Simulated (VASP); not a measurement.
Cd, 2 atoms in the cell. Symmetry: P6_3/mmc, No. 194, hexagonal system. Conventional cell: a = 3.053 Å, b = 3.053 Å, c = 5.618 Å, α = 90.00°, β = 90.00°, γ = 120.00°. Cd (site symmetry -6m2) has 12 Cd at 3.05 to 3.32 Å within 4.0 Å.  This cell differs from its parent crystal: strain +0.025 along x and y, +0.000 along z.

- Program: VASP 6.6.1
- Task: single point
- Functional: PBE
- Potentials or basis: VASP PAW PBE potentials, release 64 (Cd)
- Cutoff: 500 eV
- k mesh: 18 × 18 × 8
- Occupations: gaussian, width 0.15 eV
- Spin: no spin polarisation
- Dipole correction: no
- Further INCAR settings: ALGO = Normal; EDIFF = 1e-06; NBANDS = 19

Potentials or basis: VASP PAW PBE potentials, release 64 (Cd).

Command:

```console
$ cat potpaw_PBE.64/Cd/POTCAR > POTCAR
$ mpirun -np 1 vasp_std > vasp.out
```

Hardware: 1 thread of Intel Xeon 8259CL, with other jobs on the host.

Problem. Estimate the wall time of this run.

Solution. Wall time 2.2 min on 1 thread of Intel Xeon 8259CL, with other jobs on the host, peak memory 0.25 GiB. Counts: scf iterations 11, k points 185.
